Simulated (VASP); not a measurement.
# NaI (I4/mmm) in VASP: further runs

NaI is run at these levels: PBE, r2SCAN; tasks: single point.

Program: VASP 6.6.1. These are calculated values, not measurements. Logs are shortened: lines on timing, memory, paths and dates and some standing lists are left out, and cuts for length are marked.

## Step 1: The cell of the first run

The structure is tetragonal, space group I4/mmm (No. 139). Conventional cell: a = 4.684 Å, b = 4.684 Å, c = 6.391 Å, α = 90.00°, β = 90.00°, γ = 90.00°. Na (site symmetry 4/mmm) has 6 I at 3.20 to 3.31 Å within 4.2 Å. Within 4.2 Å of I (site symmetry 4/mmm) lie 6 Na at 3.20 to 3.31 Å.

## Step 2: Single point, PBE (epitaxial xy strain +2.5%)

Contents of INCAR:

```
SYSTEM = NaI
PREC     = Accurate       ! precision mode
ENCUT    = 520            ! plane-wave cutoff, eV
EDIFF    = 1E-6           ! SCF threshold, eV
ISMEAR   = -1             ! smearing method
SIGMA    = 0.02           ! smearing width, eV
LREAL    = .FALSE.        ! projectors in reciprocal space
LASPH    = .TRUE.         ! aspherical terms in the spheres
NELM     = 80             ! most SCF steps
ALGO     = Normal         ! electronic algorithm
ISIF     = 2              ! what is computed and relaxed
LWAVE    = .FALSE.        ! write WAVECAR
LCHARG   = .TRUE.         ! write CHGCAR
GGA      = PE             ! functional
LELF     = .TRUE.         ! ELF
LVHAR    = .TRUE.       
NBANDS   = 14             ! bands
```

Contents of KPOINTS:

```
regular mesh
0
G
  8 8 8
  0 0 0
```

Contents of POSCAR:

```
NaI
1.0
    0.0000000000      3.3117554472      3.1956776307
    3.3117554472      0.0000000000      3.1956776307
    3.3117554472      3.3117554472      0.0000000000
Na I
1 1
Direct
    0.0000000000      0.0000000000      0.0000000000
    0.5000000000      0.5000000000      0.5000000000
```

Potentials or basis: VASP PAW PBE potentials, release 64 (Na_pv, I).

On the command line:

```
> cat potpaw_PBE.64/Na_pv/POTCAR potpaw_PBE.64/I/POTCAR > POTCAR
> mpirun -np 1 vasp_std > vasp.out
```

OUTCAR:

```text
SYSTEM = NaI
   PREC = Accurate
   ENCUT = 520
   EDIFF = 1E-6
   ISMEAR = -1
   LREAL = .FALSE.
   LASPH = .TRUE.
   NELM = 80
   ISIF = 2
   GGA = PE

 ion  position               nearest neighbor table
   1  0.000  0.000  0.000-
   2  0.500  0.500  0.500-

  LATTYP: Found a body centered tetragonal cell.
 ALAT       =     4.6835294687
 C/A-ratio  =     1.3646450405

  Lattice vectors:

 A1 = (   0.0000000000,  -3.3117554472,  -3.1956776307)
 A2 = (   0.0000000000,   3.3117554472,  -3.1956776307)
 A3 = (   3.3117554472,   0.0000000000,   3.1956776307)

Analysis of symmetry for initial positions (statically):
=====================================================================
 Subroutine PRICEL returns:
 Original cell was already a primitive cell.

 Routine SETGRP: Setting up the symmetry group for a
 body centered tetragonal supercell.

 Subroutine GETGRP returns: Found 16 space group operations
 (whereof 16 operations were pure point group operations)
 out of a pool of 16 trial point group operations.

The static configuration has the point symmetry D_4h.

Analysis of symmetry for dynamics (positions and initial velocities):
=====================================================================
 Subroutine PRICEL returns:
 Original cell was already a primitive cell.

 Routine SETGRP: Setting up the symmetry group for a
 body centered tetragonal supercell.

 Subroutine GETGRP returns: Found 16 space group operations
 (whereof 16 operations were pure point group operations)
 out of a pool of 16 trial point group operations.

The dynamic configuration has the point symmetry D_4h.

 Subroutine INISYM returns: Found 16 space group operations
 (whereof 16 operations are pure point group operations),
 and found     1 'primitive' translations

----------------------------------------------------------------------------------------

                                     Primitive cell

  volume of cell :      70.0986

  direct lattice vectors                    reciprocal lattice vectors
     0.000000000  3.311755447  3.195677631    -0.150977332  0.150977332  0.156461339
     3.311755447  0.000000000  3.195677631     0.150977332 -0.150977332  0.156461339
     3.311755447  3.311755447  0.000000000     0.150977332  0.150977332 -0.156461339

  length of vectors
     4.602182054  4.602182054  4.683529469     0.264704476  0.264704476  0.264704476

  position of ions in fractional coordinates (direct lattice)
     0.000000000  0.000000000  0.000000000
     0.500000000  0.500000000  0.500000000

  ion indices of the primitive-cell ions
   primitive index   ion index
                 1           1
                 2           2

----------------------------------------------------------------------------------------

 KPOINTS: regular mesh

Automatic generation of k-mesh.
 Grid dimensions read from file:
 generate k-points for:    8    8    8

 Generating k-lattice:

  Cartesian coordinates                     Fractional coordinates (reciprocal lattice)
    -0.018872166  0.018872166  0.019557667     0.125000000  0.000000000  0.000000000
     0.018872166 -0.018872166  0.019557667     0.000000000  0.125000000  0.000000000
     0.018872166  0.018872166 -0.019557667     0.000000000  0.000000000  0.125000000

  Length of vectors
     0.033088060  0.033088060  0.033088060

  Shift w.r.t. Gamma in fractional coordinates (k-lattice)
     0.000000000  0.000000000  0.000000000

 Subroutine IBZKPT returns following result:
 ===========================================

 Found     59 irreducible k-points:

 Following reciprocal coordinates:
            Coordinates               Weight
  0.000000  0.000000  0.000000      1.000000
  0.125000 -0.000000  0.000000      8.000000
  0.250000 -0.000000  0.000000      8.000000
  0.375000 -0.000000  0.000000      8.000000
  0.500000 -0.000000  0.000000      4.000000
  0.125000  0.125000  0.000000      2.000000
[... 16 lines left out ...]
  0.250000 -0.000000  0.125000     16.000000
  0.375000 -0.000000  0.125000     16.000000
 [... further k-points ...]
   k-points           NKPTS =     59   k-points in BZ     NKDIM =     59   number of bands    NBANDS=     14
   number of dos      NEDOS =    301   number of ions     NIONS =      2
   total plane-waves  NPLWV =  46656
   dimension x,y,z NGX =    36 NGY =   36 NGZ =   36
   dimension x,y,z NGXF=    72 NGYF=   72 NGZF=   72
   ions per type =               1   1
   NGX,Y,Z   is equivalent  to a cutoff of  13.00, 13.00, 12.78 a.u.
   NGXF,Y,Z  is equivalent  to a cutoff of  26.01, 26.01, 25.56 a.u.
 SYSTEM =  NaI
   PREC   = accura    normal or accurate (medium, high low for compatibility)
   ISTART =      0    job   : 0-new  1-cont  2-samecut
   ICHARG =      2    charge: 1-file 2-atom 10-const
   ISPIN  =      1    spin polarized calculation?
   LNONCOLLINEAR =      F non collinear calculations
   LSORBIT =      F    spin-orbit coupling
   LASPH  =      T    aspherical Exc in radial PAW
   ENCUT  =  520.0 eV  38.22 Ry    6.18 a.u.   8.56  8.56  8.71*2*pi/ulx,y,z
   NELM   =     80;   NELMIN=  2; NELMDL= -5     # of ELM steps
   EDIFF  = 0.1E-05   stopping-criterion for ELM
   LREAL  =      F    real-space projection
   EDIFFG = 0.1E-04   stopping-criterion for IOM
   NSW    =      0    number of steps for IOM
   IBRION =     -1    ionic relax: 0-MD 1-quasi-New 2-CG
   NFREE  =      0    steps in history (QN), initial steepest desc. (CG)
   ISIF   =      2    stress and relaxation
   ISYM   =      2    0-nonsym 1-usesym 2-fastsym
   POTIM  = 0.5000    time-step for ionic-motion
   TEBEG  =    0.0;   TEEND  =   0.0 temperature during run
   PSTRESS=    0.0 pullay stress
   NELECT =      14.0000    total number of electrons
   NUPDOWN=      -1.0000    fix difference up-down
   EMIN   =  10.00;   EMAX   =-10.00  energy-range for DOS
   EFERMI =   0.00;   METHOD = LEGACY
   ISMEAR =    -1;   SIGMA  =   0.02  broadening in eV -4-tet -1-fermi 0-gaus
   EFERMI_NEDOS =   21; number of points for ismear=-14 and -15
   IALGO  =     38    algorithm
   IMIX   =      4    mixing-type and parameters
     AMIX     =   0.40;   BMIX     =  1.00
     AMIX_MAG =   1.60;   BMIX_MAG =  1.00
  volume/ion in A,a.u.               =      35.05       236.52
  Fermi-wavevector in a.u.,A,eV,Ry     =   0.956932  1.808339 12.459108  0.915719
  Thomas-Fermi vector in A             =   2.085904
   LORBIT       =      0    0 simple, 1 ext, 2 COOP (PROOUT), +10 PAW based schemes
   GGA     = PE    functional components
   LHFCALC =     F    Hartree Fock is set to
   AEXX    =    0.0000 exact exchange contribution
   IVDW    =     0    specifies the selected vdW correction
   LEPSILON=     F    determine dielectric tensor
   LRPA    =     F    only Hartree local field effects (RPA)
 non-spin polarized calculation
  energy-cutoff  :      520.00
  volume of cell :       70.10
 maximum number of plane-waves:      1906
 NGX is ok and might be reduce to    36
   NGX = 17   NGY = 17   NGZ = 17

 number of electron      13.9999996 magnetization

 Free energy of the ion-electron system (eV)
  ---------------------------------------------------
  ext. energy  EPLUGINS =         0.00000000
  ---------------------------------------------------
  free energy    TOTEN  =        -5.38341624 eV

  energy without entropy =       -5.38341624  energy(sigma->0) =       -5.38341624

 E-fermi :   1.0458     XC(G=0):  -7.5694

 val. band max:        0.5947317599   @ k =   0.0000   0.0000   0.0000
 cond. band min:       4.1366628596   @ k =   0.0000   0.0000   0.0000
 fundamental gap:      3.5419310996
 Fermi energy:         1.0457720708

 k-point     1 :       0.0000    0.0000    0.0000
  band No.  band energies     occupation
      1     -21.9005      2.00000
      2     -21.9005      2.00000
      3     -21.8971      2.00000
      4     -10.3569      2.00000
      5       0.5454      2.00000
      6       0.5947      2.00000
      7       0.5947      2.00000
      8       4.1367      0.00000
      9       8.4369      0.00000
     10       8.4369      0.00000
     11       8.6642      0.00000
     12      10.0812      0.00000
     13      10.4499      0.00000
     14      10.9965      0.00000

 k-point     2 :       0.1250   -0.0000    0.0000
  band No.  band energies     occupation
      1     -21.9010      2.00000
      2     -21.9006      2.00000
      3     -21.8973      2.00000
      4     -10.3179      2.00000
      5       0.1409      2.00000
      6       0.5298      2.00000
      7       0.5465      2.00000
      8       4.6400      0.00000
      9       8.1380      0.00000
     10       8.5649      0.00000
     11       8.7427      0.00000
     12       9.7056      0.00000
     13       9.9726      0.00000
     14      11.4303      0.00000

 k-point     3 :       0.2500   -0.0000    0.0000
  band No.  band energies     occupation
      1     -21.9022      2.00000
      2     -21.9008      2.00000
      3     -21.8977      2.00000
      4     -10.2202      2.00000
      5      -0.6449      2.00000
      6       0.4357      2.00000
      7       0.4490      2.00000
      8       5.4228      0.00000
      9       8.0059      0.00000
     10       8.3786      0.00000
     11       8.6626      0.00000
     12      10.0365      0.00000
     13      10.0845      0.00000
     14      10.9114      0.00000
[... 324 lines left out ...]
 k-point    23 :       0.2500   -0.0000    0.1250
  band No.  band energies     occupation
      1     -21.9020      2.00000
      2     -21.9009      2.00000
      3     -21.8976      2.00000
      4     -10.2314      2.00000
      5      -0.4286      2.00000
      6       0.3327      2.00000
      7       0.3804      2.00000
      8       5.5157      0.00000
      9       7.5373      0.00000
     10       8.1382      0.00000
     11       9.0495      0.00000
     12       9.5283      0.00000
     13      10.6446      0.00000
     14      11.9336      0.00000

 k-point    24 :       0.3750   -0.0000    0.1250
  band No.  band energies     occupation
      1     -21.9031      2.00000
      2     -21.9011      2.00000
      3     -21.8980      2.00000
      4     -10.1307      2.00000
      5      -1.0388      2.00000
      6       0.2108      2.00000
      7       0.2708      2.00000
      8       5.9758      0.00000
      9       7.5452      0.00000
     10       8.0782      0.00000
     11       8.7154      0.00000
     12      10.5223      0.00000
     13      11.5363      0.00000
     14      11.6325      0.00000

 [... further k-points ...]

------------------------ aborting loop because EDIFF is reached ----------------------------------------

  FORCE on cell =-STRESS in cart. coord.  units (eV):
  Direction    XX          YY          ZZ          XY          YZ          ZX
  --------------------------------------------------------------------------------------
  -------------------------------------------------------------------------------------
  Total       -0.1388365     -0.1388365      0.2092834      0.0000000      0.0000000      0.0000000
  in kB       -3.1732529     -3.1732529      4.7833922      0.0000000      0.0000000      0.0000000
  external PRESSURE =      -0.5210379 kB  Pullay stress =       0.0000000 kB

 VOLUME and BASIS-vectors are now :
 -----------------------------------------------------------------------------
  energy-cutoff  :      520.00
  volume of cell :       70.10
      direct lattice vectors                 reciprocal lattice vectors
     0.000000000  3.311755447  3.195677631    -0.150977332  0.150977332  0.156461339
     3.311755447  0.000000000  3.195677631     0.150977332 -0.150977332  0.156461339
     3.311755447  3.311755447  0.000000000     0.150977332  0.150977332 -0.156461339

 POSITION                                       TOTAL-FORCE (eV/Angst)
 -----------------------------------------------------------------------------------
      0.00000      0.00000      0.00000        -0.000000      0.000000      0.000000
      3.31176      3.31176      3.19568         0.000000     -0.000000      0.000000
 -----------------------------------------------------------------------------------
    total drift:                                0.000000      0.000000      0.000000

  FREE ENERGIE OF THE ION-ELECTRON SYSTEM (eV)
  ---------------------------------------------------
  free  energy   TOTEN  =        -5.3834162420 eV

  energy  without entropy=       -5.3834162420  energy(sigma->0) =       -5.38341624
```

Run time: 50 s. Hardware: 1 thread of AMD EPYC 7R13 (Zen 3), shared host; peak memory 0.2 GiB.

What came out:

| Item | Value |
| --- | --- |
| Free energy | -5.3834 eV |
| Pressure | -0.1 GPa |
| Band gap on the k mesh | 3.54 eV, direct |

Levels at points of the mesh, in eV from the valence-band top:
| k point | band 5 | band 6 | band 7 | band 8 | band 9 | band 10 |
| --- | --- | --- | --- | --- | --- | --- |
| (0.00, 0.00, 0.00) | -0.05 | 0.00 | 0.00 | 3.54 | 7.84 | 7.84 |
| (0.50, 0.00, 0.00) | -2.08 | -0.30 | -0.25 | 5.07 | 7.27 | 7.55 |
| (0.50, 0.50, 0.00) | -1.81 | -0.77 | -0.77 | 4.44 | 5.54 | 9.82 |
| (0.50, 0.00, 0.50) | -1.81 | -0.76 | -0.62 | 4.47 | 5.63 | 9.56 |

Caveat: the cell differs from its parent crystal (epitaxial xy strain +2.5%); spin-orbit coupling is left out, which moves the levels of the heavy elements.

## Step 3: Single point, r2SCAN (epitaxial xy strain +2.5%)

POSCAR is that of step 2.

Contents of INCAR.step1:

```
PREC = Accurate ; ENCUT = 520
ISMEAR = 0 ; SIGMA = 0.01
LREAL = F ; LASPH = T
NELM = 60 ; NBANDS = 14
GGA = PE ; ALGO = Normal
EDIFF = 1E-4 ; LWAVE = T
LCHARG = F
```

Contents of INCAR.step2:

```
PREC = Accurate ; ENCUT = 520
EDIFF = 1E-7 ; ISMEAR = 0
SIGMA = 0.01 ; LREAL = F
LASPH = T ; NELM = 60
ALGO = Normal ; ISIF = 2
LWAVE = F ; LCHARG = T
METAGGA = R2SCAN ; LMIXTAU = T
LELF = T ; LVHAR = T
NBANDS = 14 ; ISTART = 1
```

Contents of KPOINTS:

```
regular mesh
0
Gamma
  8 8 8
```

Potentials or basis: VASP PAW PBE potentials, release 64 (Na_pv, I).

On the command line:

```
> cat potpaw_PBE.64/Na_pv/POTCAR potpaw_PBE.64/I/POTCAR > POTCAR
> cp INCAR.step1 INCAR
> mpirun -np 1 vasp_std > vasp.out
> cp INCAR.step2 INCAR
> mpirun -np 1 vasp_std > vasp.out
```

It took 4.8 min on 1 thread of AMD EPYC 7R13 (Zen 3), shared host; peak memory 0.22 GiB.

The run converged. Its results:

```
Free energy            : -31.0746 eV
Pressure               : -0.7 GPa
Band gap on the k mesh : 4.33 eV, direct
```

Stress tensor (GPa, compression positive):
```
-0.95  0.00  0.00
 0.00 -0.95  0.00
 0.00  0.00 -0.05
```

Levels at points of the mesh, in eV from the valence-band top:
```csv
k point,band 3,band 4,band 5,band 6,band 7,band 8,band 9,band 10,band 11,band 12
"(0.00, 0.00, 0.00)",-23.30,-11.28,-0.05,0.00,0.00,4.33,8.39,8.39,8.61,10.07
"(0.50, 0.00, 0.00)",-23.30,-10.97,-2.08,-0.32,-0.27,5.66,7.89,8.18,9.51,10.96
"(0.50, 0.50, 0.00)",-23.30,-10.88,-1.84,-0.78,-0.78,5.17,6.00,10.66,11.97,11.97
"(0.50, 0.00, 0.50)",-23.30,-10.91,-1.84,-0.77,-0.63,5.21,6.10,10.40,11.82,12.01
```

Caveat: the cell differs from its parent crystal (epitaxial xy strain +2.5%); the PAW data sets were made with another functional, which shifts forces and pressure a little; spin-orbit coupling is left out, which moves the levels of the heavy elements.
